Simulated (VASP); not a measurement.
# CuF (P6_3/mmc) in VASP: a series of runs

Aim: see how the results for CuF move with the level of theory and the settings. Levels: r2SCAN, PBE. Tasks: single point.

Program: VASP 6.6.1. These are calculated values, not measurements. Logs are shortened: lines on timing, memory, paths and dates and some standing lists are left out, and cuts for length are marked.

### 1 The cell of the first run

The structure is hexagonal, space group P6_3/mmc (No. 194). The conventional cell has a = 2.706 Å, b = 2.706 Å, c = 6.271 Å, α = 90.00°, β = 90.00°, γ = 120.00°. Cu (site symmetry -3m) has 6 F at 2.21 Å and 6 Cu at 2.71 Å within 2.9 Å. Within 2.9 Å of F (site symmetry -6m2) lie 6 Cu at 2.21 Å and 6 F at 2.71 Å.

### 2 Single point, r2SCAN (volume changed by -6%)

POSCAR

```
CuF
1.0
    2.7061421542      0.0000000000      0.0000000000
   -1.3530710771      2.3435878518      0.0000000000
    0.0000000000      0.0000000000      6.2712938871
Cu F
2 2
Direct
    0.0000000000      0.0000000000      0.0000000000
    0.0000000000      0.0000000000      0.5000000000
    0.3333333333      0.6666666667      0.2500000000
    0.6666666667      0.3333333333      0.7500000000
```

INCAR.step1

```
SYSTEM = CuF
  PREC = Accurate
  ENCUT = 520
  ISMEAR = -1
  SIGMA = 0.02
  LREAL = .FALSE.
  LASPH = .TRUE.
  NELM = 80
  NBANDS = 26
  GGA = PE
  ALGO = Normal
  EDIFF = 1E-4
  LWAVE = .TRUE.
  LCHARG = .FALSE.
```

INCAR.step2

```
SYSTEM = CuF
  PREC = Accurate
  ENCUT = 520
  EDIFF = 1E-6
  ISMEAR = -1
  SIGMA = 0.02
  LREAL = .FALSE.
  LASPH = .TRUE.
  NELM = 80
  ALGO = Normal
  ISIF = 2
  LWAVE = .FALSE.
  LCHARG = .TRUE.
  METAGGA = R2SCAN
  LMIXTAU = .TRUE.
  LELF = .TRUE.
  LVHAR = .TRUE.
  NBANDS = 26
  ISTART = 1
```

KPOINTS

```
Automatic mesh
0
G
  9 9 4
  0 0 0
```

Potentials or basis: VASP PAW PBE potentials, release 64 (Cu, F).

Started as:

```console
$ cat potpaw_PBE.64/Cu/POTCAR potpaw_PBE.64/F/POTCAR > POTCAR
$ cp INCAR.step1 INCAR
$ mpirun -np 1 vasp_std > vasp.out
$ cp INCAR.step2 INCAR
$ mpirun -np 1 vasp_std > vasp.out
```

OUTCAR:

```text
SYSTEM = CuF
   PREC = Accurate
   ENCUT = 520
   EDIFF = 1E-6
   ISMEAR = -1
   LREAL = .FALSE.
   LASPH = .TRUE.
   NELM = 80
   ISIF = 2
   METAGGA = R2SCAN
   ISTART = 1

 ion  position               nearest neighbor table
   1  0.000  0.000  0.000-   3 2.21   4 2.21   4 2.21   3 2.21   4 2.21   3 2.21
   2  0.000  0.000  0.500-   3 2.21   4 2.21   4 2.21   3 2.21   4 2.21   3 2.21
   3  0.333  0.667  0.250-   1 2.21   2 2.21   1 2.21   2 2.21   1 2.21   2 2.21
   4  0.667  0.333  0.750-   1 2.21   2 2.21   1 2.21   2 2.21   1 2.21   2 2.21

  LATTYP: Found a hexagonal cell.
 ALAT       =     2.7061421542
 C/A-ratio  =     2.3174295842

  Lattice vectors:

 A1 = (   2.7061421542,   0.0000000000,   0.0000000000)
 A2 = (  -1.3530710771,   2.3435878518,   0.0000000000)
 A3 = (   0.0000000000,   0.0000000000,   6.2712938871)

Analysis of symmetry for initial positions (statically):
=====================================================================
 Subroutine PRICEL returns:
 Original cell was already a primitive cell.

 Routine SETGRP: Setting up the symmetry group for a
 hexagonal supercell.

 Subroutine GETGRP returns: Found 24 space group operations
 (whereof 12 operations were pure point group operations)
 out of a pool of 24 trial point group operations.

The static configuration has the point symmetry D_3d.
 The point group associated with its full space group is D_6h.

Analysis of symmetry for dynamics (positions and initial velocities):
=====================================================================
 Subroutine PRICEL returns:
 Original cell was already a primitive cell.

 Routine SETGRP: Setting up the symmetry group for a
 hexagonal supercell.

 Subroutine GETGRP returns: Found 24 space group operations
 (whereof 12 operations were pure point group operations)
 out of a pool of 24 trial point group operations.

The dynamic configuration has the point symmetry D_3d.
 The point group associated with its full space group is D_6h.

 Subroutine INISYM returns: Found 24 space group operations
 (whereof 12 operations are pure point group operations),
 and found     1 'primitive' translations

----------------------------------------------------------------------------------------

                                     Primitive cell

  volume of cell :      39.7731

  direct lattice vectors                    reciprocal lattice vectors
     2.706142154  0.000000000  0.000000000     0.369529738  0.213348093  0.000000000
    -1.353071077  2.343587852  0.000000000     0.000000000  0.426696187  0.000000000
     0.000000000  0.000000000  6.271293887     0.000000000  0.000000000  0.159456727

  length of vectors
     2.706142154  2.706142154  6.271293887     0.426696187  0.426696187  0.159456727

  position of ions in fractional coordinates (direct lattice)
     0.000000000  0.000000000  0.000000000
     0.000000000  0.000000000  0.500000000
     0.333333333  0.666666667  0.250000000
     0.666666667  0.333333333  0.750000000

  ion indices of the primitive-cell ions
   primitive index   ion index
                 1           1
                 2           2
                 3           3
                 4           4

----------------------------------------------------------------------------------------

 KPOINTS: Automatic mesh

Automatic generation of k-mesh.
 Grid dimensions read from file:
 generate k-points for:    9    9    4

 Generating k-lattice:

  Cartesian coordinates                     Fractional coordinates (reciprocal lattice)
     0.041058860  0.023705344  0.000000000     0.111111111  0.000000000  0.000000000
     0.000000000  0.047410687  0.000000000     0.000000000  0.111111111  0.000000000
     0.000000000  0.000000000  0.039864182     0.000000000  0.000000000  0.250000000

  Length of vectors
     0.047410687  0.047410687  0.039864182

  Shift w.r.t. Gamma in fractional coordinates (k-lattice)
     0.000000000  0.000000000  0.000000000

 Subroutine IBZKPT returns following result:
 ===========================================

 Found     36 irreducible k-points:

 Following reciprocal coordinates:
            Coordinates               Weight
  0.000000  0.000000  0.000000      1.000000
  0.111111 -0.000000  0.000000      6.000000
  0.222222 -0.000000  0.000000      6.000000
  0.333333 -0.000000  0.000000      6.000000
  0.444444 -0.000000  0.000000      6.000000
  0.111111  0.111111  0.000000      6.000000
[... 16 lines left out ...]
  0.333333  0.222222  0.250000     24.000000
  0.333333  0.333333  0.250000      4.000000
 [... further k-points ...]
   k-points           NKPTS =     36   k-points in BZ     NKDIM =     36   number of bands    NBANDS=     26
   number of dos      NEDOS =    301   number of ions     NIONS =      4
   total plane-waves  NPLWV =  19200
   dimension x,y,z NGX =    20 NGY =   20 NGZ =   48
   dimension x,y,z NGXF=    40 NGYF=   40 NGZF=   96
   ions per type =               2   2
[... 33 lines left out ...]
  volume/ion in A,a.u.               =       9.94        67.10
  Fermi-wavevector in a.u.,A,eV,Ry     =   1.583602  2.992574 34.120620  2.507795
  Thomas-Fermi vector in A             =   2.683347
   LORBIT       =      0    0 simple, 1 ext, 2 COOP (PROOUT), +10 PAW based schemes
   METAGGA = R2SCAN    functional components
   LHFCALC =     F    Hartree Fock is set to
   AEXX    =    0.0000 exact exchange contribution
   IVDW    =     0    specifies the selected vdW correction
   LEPSILON=     F    determine dielectric tensor
   LRPA    =     F    only Hartree local field effects (RPA)
 non-spin polarized calculation
  energy-cutoff  :      520.00
  volume of cell :       39.77
 maximum number of plane-waves:      1089
 NGX is ok and might be reduce to    20
   NGX =  9   NGY =  9   NGZ = 23

 number of electron      36.0000002 magnetization

 Free energy of the ion-electron system (eV)
  ---------------------------------------------------
  ext. energy  EPLUGINS =         0.00000000
  ---------------------------------------------------
  free energy    TOTEN  =       -31.72728473 eV

  energy without entropy =      -31.72430862  energy(sigma->0) =      -31.72579667

 E-fermi :   5.3924     XC(G=0): -12.5969

 val. band max:        5.3801997235   @ k =   0.3333   0.3333   0.5000
 cond. band min:       5.7962021829   @ k =   0.1111  -0.0000   0.2500
 fundamental gap:      0.4160024593
 Fermi energy:         5.3924200249

 k-point     1 :       0.0000    0.0000    0.0000
  band No.  band energies     occupation
      1     -20.8420      2.00000
      2     -20.6539      2.00000
      3      -3.7325      2.00000
      4      -1.2286      2.00000
      5       0.2723      2.00000
      6       0.2723      2.00000
[... 18 lines left out ...]
     25      25.7049      0.00000
     26      27.5940      0.00000

 k-point     2 :       0.1111   -0.0000    0.0000
  band No.  band energies     occupation
      1     -20.7649      2.00000
      2     -20.5938      2.00000
      3      -3.5241      2.00000
      4      -1.2612      2.00000
      5      -0.0608      2.00000
      6       0.0855      2.00000
[... 18 lines left out ...]
     25      25.3773      0.00000
     26      25.4032      0.00000

 k-point     3 :       0.2222   -0.0000    0.0000
  band No.  band energies     occupation
      1     -20.5634      2.00000
      2     -20.4371      2.00000
      3      -2.9672      2.00000
      4      -1.3407      2.00000
      5      -1.1046      2.00000
      6      -0.8471      2.00000
[... 18 lines left out ...]
     25      22.2263      0.00000
     26      23.1583      0.00000

 k-point     4 :       0.3333   -0.0000    0.0000
  band No.  band energies     occupation
      1     -20.3225      2.00000
      2     -20.2530      2.00000
      3      -2.2772      2.00000
      4      -2.1691      2.00000
      5      -1.6691      2.00000
      6      -1.4214      2.00000
[... 18 lines left out ...]
     25      21.3868      0.00000
     26      22.4972      0.00000
[... 496 lines left out ...]
      1     -20.2090      2.00000
      2     -20.1770      2.00000
      3      -2.1757      2.00000
      4      -2.0623      2.00000
      5      -1.5903      2.00000
      6      -1.4502      2.00000
[... 18 lines left out ...]
     25      17.8884      0.00000
     26      20.9090      0.00000

 k-point    23 :       0.3333    0.2222    0.2500
  band No.  band energies     occupation
      1     -20.0857      2.00000
      2     -20.0776      2.00000
      3      -2.3085      2.00000
      4      -1.9992      2.00000
      5      -1.5473      2.00000
      6      -1.4760      2.00000
[... 18 lines left out ...]
     25      18.2137      0.00000
     26      20.8466      0.00000

 k-point    24 :       0.3333    0.3333    0.2500
  band No.  band energies     occupation
      1     -20.0434      2.00000
      2     -20.0434      2.00000
      3      -1.8744      2.00000
      4      -1.6872      2.00000
      5      -1.6872      2.00000
      6      -1.4732      2.00000
[... 18 lines left out ...]
     25      18.5176      0.00000
     26      20.9674      0.00000

 [... further k-points ...]
[... 5 lines left out ...]
  --------------------------------------------------------------------------------------
  -------------------------------------------------------------------------------------
  Total        1.7537749      1.7537749      2.8342544      0.0000000      0.0000000      0.0000000
  in kB       70.6472783     70.6472783    114.1722113      0.0000000      0.0000000      0.0000000
  external PRESSURE =      85.1555893 kB  Pullay stress =       0.0000000 kB

 VOLUME and BASIS-vectors are now :
 -----------------------------------------------------------------------------
  energy-cutoff  :      520.00
  volume of cell :       39.77
      direct lattice vectors                 reciprocal lattice vectors
     2.706142154  0.000000000  0.000000000     0.369529738  0.213348093  0.000000000
    -1.353071077  2.343587852  0.000000000     0.000000000  0.426696187  0.000000000
     0.000000000  0.000000000  6.271293887     0.000000000  0.000000000  0.159456727

 POSITION                                       TOTAL-FORCE (eV/Angst)
 -----------------------------------------------------------------------------------
      0.00000      0.00000      0.00000         0.000000      0.000000      0.000000
      0.00000      0.00000      3.13565         0.000000      0.000000      0.000000
     -0.00000      1.56239      1.56782         0.000000     -0.000000     -0.000000
      1.35307      0.78120      4.70347        -0.000000      0.000000     -0.000000
 -----------------------------------------------------------------------------------
    total drift:                                0.000000     -0.000000      0.000000

  FREE ENERGIE OF THE ION-ELECTRON SYSTEM (eV)
  ---------------------------------------------------
  free  energy   TOTEN  =       -31.7272847282 eV

  energy  without entropy=      -31.7243086182  energy(sigma->0) =      -31.72579667
```

It took 2.1 min on 1 thread of Intel Xeon 6975P-C, shared host; peak memory 0.18 GiB.

Results:

```yaml
Free_energy: -31.7273 eV
Pressure: 8.5 GPa
Band_gap_on_the_k_mesh: zero (band 18 reaches 5.38 eV, above the bottom of band 19 at 4.97 eV)
```

Stress tensor (GPa, compression positive):
```
 7.06  0.00  0.00
 0.00  7.06  0.00
 0.00  0.00 11.42
```

Levels at points of the mesh, in eV from the Fermi level:
| k point | band 14 | band 15 | band 16 | band 17 | band 18 | band 19 | band 20 | band 21 | band 22 | band 23 |
| --- | --- | --- | --- | --- | --- | --- | --- | --- | --- | --- |
| (0.00, 0.00, 0.00) | -1.29 | -0.73 | -0.73 | -0.50 | -0.42 | -0.42 | 3.87 | 6.13 | 14.08 | 15.13 |
| (0.00, 0.00, 0.50) | -1.35 | -0.61 | -0.61 | -0.61 | -0.61 | 1.04 | 1.04 | 9.55 | 9.55 | 20.43 |

Caveat: the cell differs from its parent crystal (volume changed by -6%); the PAW data sets were made with another functional, which shifts forces and pressure a little; semilocal functionals often make such compounds metallic where correlation or magnetic order opens a gap, which also shifts bond lengths.

### 3 Single point, r2SCAN (volume changed by -3%)

POSCAR

```
CuF
1.0
    2.7346299546      0.0000000000      0.0000000000
   -1.3673149773      2.3682590106      0.0000000000
    0.0000000000      0.0000000000      6.3373123585
Cu F
2 2
Direct
    0.0000000000      0.0000000000      0.0000000000
    0.0000000000      0.0000000000      0.5000000000
    0.3333333333      0.6666666667      0.2500000000
    0.6666666667      0.3333333333      0.7500000000
```

INCAR.step1

```
SYSTEM = CuF
PREC     = Accurate       ! precision mode
ENCUT    = 520            ! plane-wave cutoff, eV
ISMEAR   = -1             ! smearing method
SIGMA    = 0.02           ! smearing width, eV
LREAL    = .FALSE.        ! projectors in reciprocal space
LASPH    = .TRUE.         ! aspherical terms in the spheres
NELM     = 100            ! most SCF steps
NBANDS   = 26             ! bands
GGA      = PE             ! functional
ALGO     = Normal         ! electronic algorithm
EDIFF    = 1E-4           ! SCF threshold, eV
LWAVE    = .TRUE.         ! write WAVECAR
LCHARG   = .FALSE.        ! write CHGCAR
```

INCAR.step2

```
SYSTEM = CuF
PREC     = Accurate       ! precision mode
ENCUT    = 520            ! plane-wave cutoff, eV
EDIFF    = 1E-6           ! SCF threshold, eV
ISMEAR   = -1             ! smearing method
SIGMA    = 0.02           ! smearing width, eV
LREAL    = .FALSE.        ! projectors in reciprocal space
LASPH    = .TRUE.         ! aspherical terms in the spheres
NELM     = 100            ! most SCF steps
ALGO     = Normal         ! electronic algorithm
ISIF     = 2              ! what is computed and relaxed
LWAVE    = .FALSE.        ! write WAVECAR
LCHARG   = .FALSE.        ! write CHGCAR
METAGGA  = R2SCAN         ! meta-GGA
LMIXTAU  = .TRUE.       
NBANDS   = 26             ! bands
ISTART   = 1
```

KPOINTS

```
regular mesh
0
G
  9 9 4
  0 0 0
```

Potentials or basis: VASP PAW PBE potentials, release 64 (Cu, F).

Started as:

```console
$ cat potpaw_PBE.64/Cu/POTCAR potpaw_PBE.64/F/POTCAR > POTCAR
$ cp INCAR.step1 INCAR
$ mpirun -np 1 vasp_std > vasp.out
$ cp INCAR.step2 INCAR
$ mpirun -np 1 vasp_std > vasp.out
```

Wall time 2.1 min (1 thread of Intel Xeon 6975P-C, shared host); peak memory 0.18 GiB.

The run converged. Its results:

| Item | Value |
| --- | --- |
| Free energy | -31.7792 eV |
| Pressure | 3.9 GPa |
| Band gap on the k mesh | zero (band 18 reaches 4.97 eV, above the bottom of band 19 at 4.58 eV) |

Stress tensor (GPa, compression positive):
```
3.24 0.00 0.00
0.00 3.24 0.00
0.00 0.00 5.37
```

Levels at points of the mesh, in eV from the Fermi level:
```csv
k point,band 15,band 16,band 17,band 18,band 19,band 20,band 21,band 22
"(0.00, 0.00, 0.00)",-0.69,-0.69,-0.50,-0.40,-0.40,3.75,6.04,13.85
"(0.00, 0.00, 0.50)",-0.58,-0.58,-0.58,-0.58,0.99,0.99,9.40,9.40
```

Caveat: the cell differs from its parent crystal (volume changed by -3%); the PAW data sets were made with another functional, which shifts forces and pressure a little; semilocal functionals often make such compounds metallic where correlation or magnetic order opens a gap, which also shifts bond lengths.

### 4 Single point, PBE

This run uses another cell than the first one, of 10.58 Å³/atom, 1.064 times its volume.

INCAR

```
SYSTEM = CuF
PREC = Accurate
ENCUT = 520
EDIFF = 1E-6
ISMEAR = -1
SIGMA = 0.02
LREAL = .FALSE.
LASPH = .TRUE.
NELM = 60
ALGO = Normal
ISIF = 2
LWAVE = .FALSE.
LCHARG = .FALSE.
GGA = PE
NBANDS = 26
```

KPOINTS

```
regular mesh
0
G
  12 12 4
  0 0 0
```

POSCAR

```
CuF
1.0
    2.7625362693      0.0000000000      0.0000000000
   -1.3812681347      2.3924265881      0.0000000000
    0.0000000000      0.0000000000      6.4019832778
Cu F
2 2
Direct
    0.0000000000      0.0000000000      0.0000000000
    0.0000000000      0.0000000000      0.5000000000
    0.3333333333      0.6666666667      0.2500000000
    0.6666666667      0.3333333333      0.7500000000
```

Started as:

```console
$ cat potpaw_PBE.64/Cu/POTCAR potpaw_PBE.64/F/POTCAR > POTCAR
$ mpirun -np 1 vasp_std > vasp.out
```

Wall time 52 s (1 thread of Intel Xeon 6975P-C, shared host); peak memory 0.2 GiB.

The run converged. Its results:

```
Free energy            : -14.2465 eV
Pressure               : 6.3 GPa
Band gap on the k mesh : zero (band 18 reaches 4.83 eV, above the bottom of band 19 at 4.39 eV)
```

Stress tensor (GPa, compression positive):
```
5.45 0.00 0.00
0.00 5.45 0.00
0.00 0.00 7.93
```

Levels at points of the mesh, in eV from the Fermi level:
```
           k point  band 16  band 17  band 18  band 19  band 20  band 21
(0.00, 0.00, 0.00)    -0.65    -0.65    -0.36    -0.36     3.28     5.40
(0.50, 0.00, 0.00)    -0.34    -0.12     0.03     3.81     5.45     5.97
(0.00, 0.00, 0.50)    -0.53    -0.53    -0.53     0.62     0.62     8.66
(0.50, 0.00, 0.50)    -0.50    -0.36    -0.36     4.23     4.23     6.73
```

Caveat: semilocal functionals often make such compounds metallic where correlation or magnetic order opens a gap, which also shifts bond lengths.

### 5 Single point, r2SCAN

This run uses another cell than the first one, of 10.58 Å³/atom, 1.064 times its volume.

POSCAR is that of step 4.

INCAR.step1

```
PREC = Accurate
ENCUT = 520
ISMEAR = -1
SIGMA = 0.02
LREAL = F
LASPH = T
NELM = 80
NBANDS = 26
GGA = PE
ALGO = Normal
EDIFF = 1E-4
LWAVE = T
LCHARG = F
```

INCAR.step2

```
PREC = Accurate
ENCUT = 520
EDIFF = 1E-7
ISMEAR = -1
SIGMA = 0.02
LREAL = F
LASPH = T
NELM = 80
ALGO = Normal
ISIF = 2
LWAVE = F
LCHARG = F
METAGGA = R2SCAN
LMIXTAU = T
NBANDS = 26
ISTART = 1
```

KPOINTS

```
regular mesh
0
Gamma
  9 9 4
```

Started as:

```console
$ cat potpaw_PBE.64/Cu/POTCAR potpaw_PBE.64/F/POTCAR > POTCAR
$ cp INCAR.step1 INCAR
$ mpirun -np 1 vasp_std > vasp.out
$ cp INCAR.step2 INCAR
$ mpirun -np 1 vasp_std > vasp.out
```

Wall time 2.5 min (1 thread of Intel Xeon 6975P-C, shared host); peak memory 0.19 GiB.

It converged, with:

```yaml
Free_energy: -31.7991 eV
Pressure: 0.2 GPa
Band_gap_on_the_k_mesh: zero (band 18 reaches 4.59 eV, above the bottom of band 19 at 4.22 eV)
```

Levels at points of the mesh, in eV from the Fermi level:
| k point | band 14 | band 15 | band 16 | band 17 | band 18 | band 19 | band 20 | band 21 | band 22 | band 23 |
| --- | --- | --- | --- | --- | --- | --- | --- | --- | --- | --- |
| (0.00, 0.00, 0.00) | -1.16 | -0.65 | -0.65 | -0.50 | -0.38 | -0.38 | 3.64 | 5.95 | 13.63 | 14.81 |
| (0.00, 0.00, 0.50) | -1.21 | -0.54 | -0.54 | -0.54 | -0.54 | 0.95 | 0.95 | 9.26 | 9.26 | 19.93 |

Caveat: the PAW data sets were made with another functional, which shifts forces and pressure a little; semilocal functionals often make such compounds metallic where correlation or magnetic order opens a gap, which also shifts bond lengths. With open d or f shells a metallic result of r2SCAN can be an artefact of self-interaction; +U or a hybrid may open a gap.

### 6 Summary

```csv
level,cell,k mesh,gap on the mesh (eV),pressure (GPa)
r2SCAN,"a = 2.706, b = 2.706, c = 6.271 Å, angles 90.0, 90.0, 120.0°, 4 atoms",9 × 9 × 4,none,8.5
r2SCAN,"a = 2.735, b = 2.735, c = 6.337 Å, angles 90.0, 90.0, 120.0°, 4 atoms",9 × 9 × 4,none,3.9
PBE,"a = 2.763, b = 2.763, c = 6.402 Å, angles 90.0, 90.0, 120.0°, 4 atoms",12 × 12 × 4,none,6.3
r2SCAN,"a = 2.763, b = 2.763, c = 6.402 Å, angles 90.0, 90.0, 120.0°, 4 atoms",9 × 9 × 4,none,0.2
```

Alike in all rows: task single point; potentials or basis VASP PAW PBE potentials, release 64 (Cu, F); no spin polarisation; cutoff (eV) 520; smearing fermi-dirac 0.02 eV.

Caveats: semilocal functionals often make such compounds metallic where correlation or magnetic order opens a gap, which also shifts bond lengths; the PAW data sets were made with another functional, which shifts forces and pressure a little (some runs).

Absolute energies hang on the potentials; compare differences alone.
